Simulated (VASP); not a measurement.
Here is a VASP 6.6.1 calculation.

INCAR

```
  PREC = Accurate
  ENCUT = 520
  EDIFF = 1E-6
  ISMEAR = -1
  SIGMA = 0.05
  LREAL = False
  LASPH = True
  NELM = 80
  ALGO = Normal
  ISIF = 2
  LWAVE = False
  LCHARG = False
  GGA = PS
  NBANDS = 11
```

KPOINTS

```
Automatic mesh
0
Gamma
  8 8 8
```

The input POSCAR:

```
Hf
1.0
   -1.8050000000      1.8050000000      1.8050000000
    1.8050000000     -1.8050000000      1.8050000000
    1.8050000000      1.8050000000     -1.8050000000
Hf
1
Direct
    0.0000000000      0.0000000000      0.0000000000
```

Potentials or basis: VASP PAW PBE potentials, release 64 (Hf_pv).

Command:

```bash
$ cat potpaw_PBE.64/Hf_pv/POTCAR > POTCAR
$ mpirun -np 1 vasp_std > vasp.out
```

Question: What does it give for the pressure?

Answer: -9.6 GPa.

Question: What does it give for the band gap on the k mesh?

Answer: Zero (band 5 reaches 5.56 eV, above the bottom of band 6 at 3.38 eV).

Caveat: the PAW data sets were made with another functional, which shifts forces and pressure a little; spin-orbit coupling is left out, which moves the levels of the heavy elements.
